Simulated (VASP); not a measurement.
Wanted: the native input for a VASP 6.6.1 run.

- Task: single point
- Functional: r2SCAN
- Potentials or basis: VASP PAW PBE potentials, release 64 (W_sv)
- Cutoff: 520 eV
- k mesh: 11 × 11 × 11
- Occupations: fermi-dirac, width 0.05 eV
- Spin: no spin polarisation
- Dipole correction: no
- Further INCAR settings: ALGO = Normal; EDIFF = 1e-06; NBANDS = 13

Crystal: W.

```
CELL_PARAMETERS angstrom
0.00000 2.04344 2.04344
2.04344 0.00000 2.04344
2.04344 2.04344 0.00000
ATOMIC_POSITIONS crystal
W 0.00000 0.00000 0.00000
```

These files were run (other wordings do the same):

POSCAR

```
W
1.0
    0.0000000000      2.0434441004      2.0434441004
    2.0434441004      0.0000000000      2.0434441004
    2.0434441004      2.0434441004      0.0000000000
W
1
Direct
    0.0000000000      0.0000000000      0.0000000000
```

INCAR.step1

```
SYSTEM = W
  PREC = Accurate
  ENCUT = 520
  ISMEAR = -1
  SIGMA = 0.05
  LREAL = .False.
  LASPH = .True.
  NELM = 60
  NBANDS = 13
  GGA = PE
  ALGO = Normal
  EDIFF = 1E-4
  LWAVE = .True.
  LCHARG = .False.
```

INCAR.step2

```
SYSTEM = W
  PREC = Accurate
  ENCUT = 520
  EDIFF = 1E-6
  ISMEAR = -1
  SIGMA = 0.05
  LREAL = .False.
  LASPH = .True.
  NELM = 60
  ALGO = Normal
  ISIF = 2
  LWAVE = .False.
  LCHARG = .False.
  METAGGA = R2SCAN
  LMIXTAU = .True.
  NBANDS = 13
  ISTART = 1
```

KPOINTS

```
Automatic mesh
0
Gamma
  11 11 11
  0 0 0
```

Potentials or basis: VASP PAW PBE potentials, release 64 (W_sv).

Run with:

```sh
$ cat potpaw_PBE.64/W_sv/POTCAR > POTCAR
$ cp INCAR.step1 INCAR
$ mpirun -np 1 vasp_std > vasp.out
$ cp INCAR.step2 INCAR
$ mpirun -np 1 vasp_std > vasp.out
```

It gave:

```json
{
  "Pressure": "-13.4 GPa",
  "Band gap on the k mesh": "zero (band 7 reaches 12.24 eV, above the bottom of band 8 at 9.27 eV)"
}
```

Caveat: the PAW data sets were made with another functional, which shifts forces and pressure a little; spin-orbit coupling is left out, which moves the levels of the heavy elements.

It took 17 s on 1 thread of Intel(R) Xeon(R) 6975P-C (Granite Rapids), on a shared host, peak memory 0.15 GiB.
